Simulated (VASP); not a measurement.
# BaTiO3 (R3m) in VASP: further runs

The runs below take BaTiO3 through electric field gradients, with PBE, LDA, PBEsol, r2SCAN.

All numbers are computed with VASP 6.6.1; they aren't measurements. Logs are shortened: lines on timing, memory, paths and dates and some standing lists are left out, and cuts for length are marked.

## (1) The cell of the first run

Symmetry: R3m, No. 160, trigonal system. Conventional cell: a = 5.655 Å, b = 5.655 Å, c = 6.953 Å, α = 90.00°, β = 90.00°, γ = 120.00°. Within 3.7 Å of Ba (site symmetry 3m) lie 12 O at 2.79 to 2.88 Å and 8 Ti at 3.38 to 3.57 Å. Ti (site symmetry 3m) has 6 O at 1.88 to 2.14 Å within 2.5 Å. O (site symmetry m) has 2 Ti at 1.88 to 2.14 Å within 2.5 Å.

## (2) Electric field gradients, PBE

File INCAR:

```
SYSTEM = BaTiO3
  PREC = Accurate
  ENCUT = 520
  EDIFF = 1E-8
  ISMEAR = -1
  SIGMA = 0.02
  LREAL = .FALSE.
  LASPH = .TRUE.
  NELM = 100
  ALGO = Normal
  ISIF = 2
  LWAVE = .FALSE.
  LCHARG = .FALSE.
  GGA = PE
  LEFG = .TRUE.
  NBANDS = 28
```

File KPOINTS:

```
Automatic mesh
0
G
  8 8 8
  0 0 0
```

File POSCAR:

```
BaTiO3
1.0
    2.8276671207      1.6325543733      2.3177320127
   -2.8276671207      1.6325543733      2.3177320127
    0.0000000000     -3.2651087466      2.3177320127
Ba Ti O
1 1 3
Direct
    0.0000000000      0.0000000000      0.0000000000
    0.4860000000      0.4860000000      0.4860000000
    0.5084000000      0.5084000000      0.0185000000
    0.0185000000      0.5084000000      0.5084000000
    0.5084000000      0.0185000000      0.5084000000
```

Potentials or basis: VASP PAW PBE potentials, release 64 (Ba_sv, Ti_sv, O).

Started as:

```sh
> cat potpaw_PBE.64/Ba_sv/POTCAR potpaw_PBE.64/Ti_sv/POTCAR potpaw_PBE.64/O/POTCAR > POTCAR
> mpirun -np 1 vasp_std > vasp.out
```

OUTCAR:

```text
SYSTEM = BaTiO3
   PREC = Accurate
   ENCUT = 520
   EDIFF = 1E-8
   ISMEAR = -1
   LREAL = .FALSE.
   LASPH = .TRUE.
   NELM = 100
   ISIF = 2
   GGA = PE

 ion  position               nearest neighbor table
   1  0.000  0.000  0.000-   3 2.79   4 2.79   5 2.79   4 2.83   5 2.83   5 2.83   4 2.83   3 2.83
                             3 2.83   3 2.88   4 2.88   5 2.88   2 3.38   2 3.43   2 3.43   2 3.43
   2  0.486  0.486  0.486-   3 1.88   4 1.88   5 1.88   3 2.14   4 2.14   5 2.14   1 3.38   1 3.43
                             1 3.43   1 3.43   1 3.50   1 3.50   1 3.50   1 3.57
   3  0.508  0.508  0.019-   2 1.88   2 2.14   1 2.79   1 2.83   1 2.83   1 2.88
   4  0.019  0.508  0.508-   2 1.88   2 2.14   1 2.79   1 2.83   1 2.83   1 2.88
   5  0.508  0.019  0.508-   2 1.88   2 2.14   1 2.79   1 2.83   1 2.83   1 2.88

  LATTYP: Found a trigonal (rhomboedric) cell.
 ALAT       =     4.0041000000
 COS(alpha) =     0.0025830844

  Lattice vectors:

 A1 = (   2.8276671207,   1.6325543733,   2.3177320127)
 A2 = (  -2.8276671207,   1.6325543733,   2.3177320127)
 A3 = (   0.0000000000,  -3.2651087466,   2.3177320127)

Analysis of symmetry for initial positions (statically):
=====================================================================
 Subroutine PRICEL returns:
 Original cell was already a primitive cell.

 Routine SETGRP: Setting up the symmetry group for a
 trigonal (rhombohedral) supercell.

 Subroutine GETGRP returns: Found  6 space group operations
 (whereof  6 operations were pure point group operations)
 out of a pool of 12 trial point group operations.

The static configuration has the point symmetry C_3v.

Analysis of symmetry for dynamics (positions and initial velocities):
=====================================================================
 Subroutine PRICEL returns:
 Original cell was already a primitive cell.

 Routine SETGRP: Setting up the symmetry group for a
 trigonal (rhombohedral) supercell.

 Subroutine GETGRP returns: Found  6 space group operations
 (whereof  6 operations were pure point group operations)
 out of a pool of 12 trial point group operations.

The dynamic configuration has the point symmetry C_3v.

 Subroutine INISYM returns: Found  6 space group operations
 (whereof  6 operations are pure point group operations),
 and found     1 'primitive' translations

----------------------------------------------------------------------------------------

                                     Primitive cell

  volume of cell :      64.1964

  direct lattice vectors                    reciprocal lattice vectors
     2.827667121  1.632554373  2.317732013     0.176824208  0.102089504  0.143818755
    -2.827667121  1.632554373  2.317732013    -0.176824208  0.102089504  0.143818755
     0.000000000 -3.265108747  2.317732013     0.000000000 -0.204179009  0.143818755

  length of vectors
     4.004100000  4.004100000  4.004100000     0.249745674  0.249745674  0.249745674

  position of ions in fractional coordinates (direct lattice)
     0.000000000  0.000000000  0.000000000
     0.486000000  0.486000000  0.486000000
     0.508400000  0.508400000  0.018500000
     0.018500000  0.508400000  0.508400000
     0.508400000  0.018500000  0.508400000

  ion indices of the primitive-cell ions
   primitive index   ion index
                 1           1
                 2           2
                 3           3
                 4           4
                 5           5

----------------------------------------------------------------------------------------

 KPOINTS: Automatic mesh

Automatic generation of k-mesh.
 Grid dimensions read from file:
 generate k-points for:    8    8    8

[... 52 lines left out ...]
   NGXF,Y,Z  is equivalent  to a cutoff of  24.91, 24.91, 24.91 a.u.
 SYSTEM =  BaTiO3
   PREC   = accura    normal or accurate (medium, high low for compatibility)
   ISTART =      0    job   : 0-new  1-cont  2-samecut
   ICHARG =      2    charge: 1-file 2-atom 10-const
   ISPIN  =      1    spin polarized calculation?
   LNONCOLLINEAR =      F non collinear calculations
   LSORBIT =      F    spin-orbit coupling
   LASPH  =      T    aspherical Exc in radial PAW
   ENCUT  =  520.0 eV  38.22 Ry    6.18 a.u.   7.44  7.44  7.44*2*pi/ulx,y,z
   NELM   =    100;   NELMIN=  2; NELMDL= -5     # of ELM steps
   EDIFF  = 0.1E-07   stopping-criterion for ELM
   LREAL  =      F    real-space projection
   EDIFFG = 0.1E-06   stopping-criterion for IOM
   NSW    =      0    number of steps for IOM
   IBRION =     -1    ionic relax: 0-MD 1-quasi-New 2-CG
   NFREE  =      0    steps in history (QN), initial steepest desc. (CG)
   ISIF   =      2    stress and relaxation
   ISYM   =      2    0-nonsym 1-usesym 2-fastsym
   POTIM  = 0.5000    time-step for ionic-motion
   TEBEG  =    0.0;   TEEND  =   0.0 temperature during run
   PSTRESS=    0.0 pullay stress
   NELECT =      40.0000    total number of electrons
   NUPDOWN=      -1.0000    fix difference up-down
   EMIN   =  10.00;   EMAX   =-10.00  energy-range for DOS
   EFERMI =   0.00;   METHOD = LEGACY
   ISMEAR =    -1;   SIGMA  =   0.02  broadening in eV -4-tet -1-fermi 0-gaus
   EFERMI_NEDOS =   21; number of points for ismear=-14 and -15
   IALGO  =     38    algorithm
   IMIX   =      4    mixing-type and parameters
     AMIX     =   0.40;   BMIX     =  1.00
     AMIX_MAG =   1.60;   BMIX_MAG =  1.00
  volume/ion in A,a.u.               =      12.84        86.64
  Fermi-wavevector in a.u.,A,eV,Ry     =   1.398271  2.642349 26.601592  1.955162
  Thomas-Fermi vector in A             =   2.521445
   LORBIT       =      0    0 simple, 1 ext, 2 COOP (PROOUT), +10 PAW based schemes
   GGA     = PE    functional components
   LHFCALC =     F    Hartree Fock is set to
   AEXX    =    0.0000 exact exchange contribution
   IVDW    =     0    specifies the selected vdW correction
   LEPSILON=     F    determine dielectric tensor
   LRPA    =     F    only Hartree local field effects (RPA)
 non-spin polarized calculation
  energy-cutoff  :      520.00
  volume of cell :       64.20
 maximum number of plane-waves:      1754
 NGX is ok and might be reduce to    30
   NGX = 15   NGY = 15   NGZ = 15

 number of electron      40.0000004 magnetization

 Free energy of the ion-electron system (eV)
  ---------------------------------------------------
  ext. energy  EPLUGINS =         0.00000000
  ---------------------------------------------------
  free energy    TOTEN  =       -39.98967205 eV

  energy without entropy =      -39.98967205  energy(sigma->0) =      -39.98967205

 E-fermi :   4.3294     XC(G=0): -11.2356

 val. band max:        3.7733322911   @ k =   0.5000   0.5000   0.5000
 cond. band min:       6.1247231575   @ k =   0.0000   0.0000   0.0000
 fundamental gap:      2.3513908664
 Fermi energy:         4.3294100492

 k-point     1 :       0.0000    0.0000    0.0000
  band No.  band energies     occupation
      1     -52.5288      2.00000
      2     -28.7839      2.00000
      3     -28.7839      2.00000
      4     -28.7832      2.00000
      5     -21.0380      2.00000
      6     -13.0583      2.00000
[... 733 lines left out ...]
     27      11.3429      0.00000
     28      12.4582      0.00000

 [... further k-points ...]

------------------------ aborting loop because EDIFF is reached ----------------------------------------

  FORCE on cell =-STRESS in cart. coord.  units (eV):
  Direction    XX          YY          ZZ          XY          YZ          ZX
  --------------------------------------------------------------------------------------
  -------------------------------------------------------------------------------------
  Total        2.7761084      2.7761084      2.6414635      0.0000000      0.0000000      0.0000000
  in kB       69.2845816     69.2845816     65.9241885      0.0000000      0.0000000      0.0000000
  external PRESSURE =      68.1644506 kB  Pullay stress =       0.0000000 kB

 VOLUME and BASIS-vectors are now :
 -----------------------------------------------------------------------------
  energy-cutoff  :      520.00
  volume of cell :       64.20
      direct lattice vectors                 reciprocal lattice vectors
     2.827667121  1.632554373  2.317732013     0.176824208  0.102089504  0.143818755
    -2.827667121  1.632554373  2.317732013    -0.176824208  0.102089504  0.143818755
     0.000000000 -3.265108747  2.317732013     0.000000000 -0.204179009  0.143818755

 POSITION                                       TOTAL-FORCE (eV/Angst)
 -----------------------------------------------------------------------------------
      0.00000      0.00000      0.00000        -0.000000      0.000000     -0.075560
      0.00000      0.00000      3.37925        -0.000000      0.000000      0.136456
      0.00000      1.59958      2.39955        -0.000000      0.211455     -0.020299
     -1.38527     -0.79979      2.39955        -0.183126     -0.105728     -0.020299
      1.38527     -0.79979      2.39955         0.183126     -0.105728     -0.020299
 -----------------------------------------------------------------------------------
    total drift:                               -0.000000     -0.000004      0.001268

  FREE ENERGIE OF THE ION-ELECTRON SYSTEM (eV)
  ---------------------------------------------------
  free  energy   TOTEN  =       -39.9896720548 eV

  energy  without entropy=      -39.9896720548  energy(sigma->0) =      -39.98967205

 Electric field gradients (V/A^2)
---------------------------------------------------------------------
 ion       V_xx      V_yy      V_zz      V_xy      V_xz      V_yz
---------------------------------------------------------------------
   1      -1.770    -1.770     3.541     0.000     0.000     0.000
   2      -5.135    -5.135    10.270    -0.000    -0.000    -0.000
   3     -10.650     9.008     1.641     0.000     0.000   -14.593
   4       4.094    -5.735     1.641     8.512    12.638     7.296
   5       4.094    -5.735     1.641    -8.512   -12.638     7.296
---------------------------------------------------------------------

 Electric field gradients after diagonalization (V/A^2)
 (convention: |V_zz| > |V_xx| > |V_yy|)
----------------------------------------------------------------------
 ion       V_xx      V_yy      V_zz     asymmetry (V_yy - V_xx)/ V_zz
----------------------------------------------------------------------
   1      -1.770    -1.770     3.541       0.000
   2      -5.135    -5.135    10.270       0.000
   3     -10.650    -9.726    20.375       0.045
   4     -10.650    -9.726    20.375       0.045
   5     -10.650    -9.726    20.375       0.045
----------------------------------------------------------------------

           NMR quadrupolar parameters

 Cq : quadrupolar parameter    Cq=e*Q*V_zz/h
 eta: asymmetry parameters     (V_yy - V_xx)/ V_zz
 Q  : nuclear electric quadrupole moment in mb (millibarn)
----------------------------------------------------------------------
 ion       Cq(MHz)       eta       Q (mb)
----------------------------------------------------------------------
   1       0.009       0.000       1.000
   2       0.025       0.000       1.000
   3       0.049       0.045       1.000
   4       0.049       0.045       1.000
   5       0.049       0.045       1.000
----------------------------------------------------------------------
```

Run time: 66 s. Hardware: 1 thread of Intel Xeon 6975P-C (Granite Rapids), shared host; peak memory 0.25 GiB.

Results:

| Item | Value |
| --- | --- |
| Free energy | -39.9897 eV |
| Pressure | 6.8 GPa |
| Largest force | 0.212 eV/Å |
| Band gap on the k mesh | 2.35 eV (least direct gap 2.74 eV) |
| Largest electric field gradient by atom | Ba +3.5; Ti +10.3; O +20.4 V/Å² |

Forces on the atoms (eV/Å):
```
Ba   0.000  0.000 -0.076
Ti   0.000  0.000  0.136
O    0.000  0.211 -0.020
O   -0.183 -0.106 -0.020
O    0.183 -0.106 -0.020
```

Electric field gradients, principal values (V/Å²):
```
atom   least   middle  greatest (by size)
1 Ba  -1.770   -1.770               3.541
2 Ti  -5.135   -5.135              10.270
 3 O  -9.726  -10.650              20.375
 4 O  -9.726  -10.650              20.375
 5 O  -9.726  -10.650              20.375
```

Caveat: the cell stands under pressure; without QUAD_EFG the Cq values of the log hold for a quadrupole moment of 1 mb, not for the nuclei; spin-orbit coupling is left out, which moves the levels of the heavy elements. A k mesh can miss the band edges.

## (3) Electric field gradients, LDA

File INCAR:

```
ALGO = Normal
EDIFF = 1E-8
ENCUT = 520
ISIF = 2
ISMEAR = -1
LASPH = True
LCHARG = False
LEFG = True
LREAL = False
LWAVE = False
NBANDS = 28
NELM = 60
PREC = Accurate
SIGMA = 0.02
```

File KPOINTS:

```
k-points
0
Gamma
  8 8 8
```

File POSCAR:

```
BaTiO3
1.0
    2.8276671207      1.6325543733      2.3177320127
   -2.8276671207      1.6325543733      2.3177320127
    0.0000000000     -3.2651087466      2.3177320127
Ba Ti O
1 1 3
Direct
   -0.0019543295     -0.0019543295     -0.0019543295
    0.4863644942      0.4863644942      0.4863644942
    0.5100996181      0.5100996181      0.0166905991
    0.0166905991      0.5100996181      0.5100996181
    0.5100996181      0.0166905991      0.5100996181
```

Potentials or basis: VASP PAW LDA potentials, release 64 (Ba_sv, Ti_sv, O).

Started as:

```sh
> cat potpaw_LDA.64/Ba_sv/POTCAR potpaw_LDA.64/Ti_sv/POTCAR potpaw_LDA.64/O/POTCAR > POTCAR
> mpirun -np 1 vasp_std > vasp.out
```

OUTCAR:

```text
EDIFF = 1E-8
   ENCUT = 520
   ISIF = 2
   ISMEAR = -1
   LASPH = True
   LREAL = False
   NELM = 60
   PREC = Accurate

 ion  position               nearest neighbor table
   1  0.998  0.998  0.998-   3 2.77   4 2.77   5 2.77   4 2.83   5 2.83   5 2.83   4 2.83   3 2.83
                             3 2.83   3 2.90   4 2.90   5 2.90   2 3.40   2 3.44   2 3.44   2 3.44
   2  0.486  0.486  0.486-   3 1.88   4 1.88   5 1.88   3 2.13   4 2.13   5 2.13   1 3.40   1 3.44
                             1 3.44   1 3.44   1 3.49   1 3.49   1 3.49   1 3.56
   3  0.510  0.510  0.017-   2 1.88   2 2.13   1 2.77   1 2.83   1 2.83   1 2.90
   4  0.017  0.510  0.510-   2 1.88   2 2.13   1 2.77   1 2.83   1 2.83   1 2.90
   5  0.510  0.017  0.510-   2 1.88   2 2.13   1 2.77   1 2.83   1 2.83   1 2.90

  LATTYP: Found a trigonal (rhomboedric) cell.
 ALAT       =     4.0041000000
 COS(alpha) =     0.0025830844

  Lattice vectors:

 A1 = (   2.8276671207,   1.6325543733,   2.3177320127)
 A2 = (  -2.8276671207,   1.6325543733,   2.3177320127)
 A3 = (   0.0000000000,  -3.2651087466,   2.3177320127)

Analysis of symmetry for initial positions (statically):
=====================================================================
 Subroutine PRICEL returns:
 Original cell was already a primitive cell.

 Routine SETGRP: Setting up the symmetry group for a
 trigonal (rhombohedral) supercell.

 Subroutine GETGRP returns: Found  6 space group operations
 (whereof  6 operations were pure point group operations)
 out of a pool of 12 trial point group operations.

The static configuration has the point symmetry C_3v.

Analysis of symmetry for dynamics (positions and initial velocities):
=====================================================================
[... 922 lines left out ...]
  -------------------------------------------------------------------------------------
  Total       -1.7587342     -1.7587342     -1.7403332      0.0000000      0.0000000      0.0000000
  in kB      -43.8935180    -43.8935180    -43.4342751      0.0000000      0.0000000      0.0000000
  external PRESSURE =     -43.7404370 kB  Pullay stress =       0.0000000 kB

 VOLUME and BASIS-vectors are now :
 -----------------------------------------------------------------------------
  energy-cutoff  :      520.00
  volume of cell :       64.20
      direct lattice vectors                 reciprocal lattice vectors
     2.827667121  1.632554373  2.317732013     0.176824208  0.102089504  0.143818755
    -2.827667121  1.632554373  2.317732013    -0.176824208  0.102089504  0.143818755
     0.000000000 -3.265108747  2.317732013     0.000000000 -0.204179009  0.143818755

 POSITION                                       TOTAL-FORCE (eV/Angst)
 -----------------------------------------------------------------------------------
      0.00000      0.00000      6.93961         0.000000      0.000000     -0.005315
      0.00000      0.00000      3.38179         0.000000      0.000000     -0.037210
      0.00000      1.61103      2.40323         0.000000     -0.073083      0.014175
     -1.39520     -0.80552      2.40323         0.063292      0.036542      0.014175
      1.39520     -0.80552      2.40323        -0.063292      0.036542      0.014175
 -----------------------------------------------------------------------------------
    total drift:                               -0.000000      0.000000     -0.000220

  FREE ENERGIE OF THE ION-ELECTRON SYSTEM (eV)
  ---------------------------------------------------
  free  energy   TOTEN  =       -44.1408960345 eV

  energy  without entropy=      -44.1408960345  energy(sigma->0) =      -44.14089603

 Electric field gradients (V/A^2)
---------------------------------------------------------------------
 ion       V_xx      V_yy      V_zz      V_xy      V_xz      V_yz
---------------------------------------------------------------------
   1      -1.460    -1.460     2.920    -0.000     0.000     0.000
   2      -5.566    -5.566    11.131     0.000    -0.000    -0.000
   3      -9.172     7.176     1.996    -0.000    -0.000   -13.240
   4       3.089    -5.085     1.996     7.079    11.466     6.620
   5       3.089    -5.085     1.996    -7.079   -11.466     6.620
---------------------------------------------------------------------

 Electric field gradients after diagonalization (V/A^2)
 (convention: |V_zz| > |V_xx| > |V_yy|)
----------------------------------------------------------------------
 ion       V_xx      V_yy      V_zz     asymmetry (V_yy - V_xx)/ V_zz
----------------------------------------------------------------------
   1      -1.460    -1.460     2.920       0.000
   2      -5.566    -5.566    11.131       0.000
   3      -9.172    -8.905    18.077       0.015
   4      -9.172    -8.905    18.077       0.015
   5      -9.172    -8.905    18.077       0.015
----------------------------------------------------------------------

           NMR quadrupolar parameters

 Cq : quadrupolar parameter    Cq=e*Q*V_zz/h
 eta: asymmetry parameters     (V_yy - V_xx)/ V_zz
 Q  : nuclear electric quadrupole moment in mb (millibarn)
----------------------------------------------------------------------
 ion       Cq(MHz)       eta       Q (mb)
----------------------------------------------------------------------
   1       0.007       0.000       1.000
   2       0.027       0.000       1.000
   3       0.044       0.015       1.000
   4       0.044       0.015       1.000
   5       0.044       0.015       1.000
----------------------------------------------------------------------
```

It took 53 s on 1 thread of Intel Xeon 6975P-C (Granite Rapids), shared host; peak memory 0.23 GiB.

Results:

* Free energy: -44.1409 eV
* Pressure: -4.4 GPa
* Largest force: 0.074 eV/Å
* Band gap on the k mesh: 2.22 eV (least direct gap 2.60 eV)
* Largest electric field gradient by atom: Ba +2.9; Ti +11.1; O +18.1 V/Å²

Forces in eV/Å, atoms in the order of the input:
```
Ba   0.000  0.000 -0.005
Ti   0.000  0.000 -0.037
O    0.000 -0.073  0.014
O    0.063  0.037  0.014
O   -0.063  0.037  0.014
```

Electric field gradients, principal values (V/Å²):
```tsv
atom	least	middle	greatest (by size)
1 Ba	-1.460	-1.460	2.920
2 Ti	-5.566	-5.566	11.131
3 O	-8.905	-9.172	18.077
4 O	-8.905	-9.172	18.077
5 O	-8.905	-9.172	18.077
```

Caveat: the cell stands under tension; without QUAD_EFG the Cq values of the log hold for a quadrupole moment of 1 mb, not for the nuclei; spin-orbit coupling is left out, which moves the levels of the heavy elements. A k mesh can miss the band edges.

(Continued in part 2 of 2.)
